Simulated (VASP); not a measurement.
Runs of VASP 6.6.1 on Bi2Te3. The structure is that of space group R3m (No. 160), or close to it. The cells are those of the table. 

```tsv
cell	gap on the mesh (eV)	pressure (GPa)	largest force (eV/Å)
a = 10.535 Å, angles 24.8°, 5 atoms	none	-4.8	0.93
a = 9.840 Å, angles 24.8°, 5 atoms	none	(b)	1.65
a = 10.268 Å, angles 24.8°, 5 atoms	none	-1.8	1.18
a = 9.987 Å, angles 24.8°, 5 atoms	none	3.0	1.48
a = 10.130 Å, angles 24.8°, 5 atoms	none	(a)	1.32
a = 10.403 Å, angles 24.8°, 5 atoms	none	-3.4	1.05
```

Alike in all rows: task single point; level LDA; potentials or basis VASP PAW LDA potentials, release 64 (Bi_d, Te); no spin polarisation; k mesh 6 × 6 × 6; cutoff (eV) 520; smearing fermi-dirac 0.1 eV.

Q: Estimate the missing entries.

A: (a) 0.3; (b) 6.4.

Caveats: spin-orbit coupling is left out, which moves the levels of the heavy elements; forces of over 1 eV/Å act on the atoms, so gaps and moduli don't describe the material at rest (at least some runs); the cell stands under tension (at least some runs); the cell stands under pressure (at least some runs).

A k mesh can miss the band edges, and the runs leave out spin-orbit coupling on Bi, Te.

A gap of «none» marks levels without a gap at the run's occupations.
